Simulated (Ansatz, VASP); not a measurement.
LiF in VASP and in Ansatz

```
Li F
1.0
     2.95334    0.00000    0.00000
    -1.47667    2.55767    0.00000
     0.00000    0.00000    4.90432
Li F
2 2
Direct
  0.33333 0.66667 0.40269
  0.66667 0.33333 0.90269
  0.33333 0.66667 0.99102
  0.66667 0.33333 0.49102
```

Alike in both runs: task single point; functional LDA; k mesh 9 × 9 × 6; occupations gaussian, width 0.05 eV; no spin polarisation.

```csv
,VASP,Ansatz
version,VASP 6.6.1,Ansatz 0.2.0
potentials or method,"VASP PAW LDA potentials, release 64 (Li_sv, F), cutoff 520 eV","scalar-relativistic, plane waves, PAW"
valence electrons in the cell,20,20
```

|  | VASP | Ansatz | Ansatz less VASP |
| --- | --- | --- | --- |
| gap on the k mesh at the Fermi level (eV) | 7.80 | 7.81 | +0.016 |
| least direct gap on the mesh (eV) | 7.80 | 7.81 | +0.016 |
| rms of the force components (eV/Å) | 0.245 | 0.242 | -0.0030 |

LDA's correlation is that of Perdew and Zunger in VASP and of Perdew and Wang (1992) in Ansatz. Atom by atom the forces differ by 0.003 eV/Å (rms over components).

Noted on VASP's run: the cutoff is under 1.25 times that of the potentials, so the pressure is a little rough.
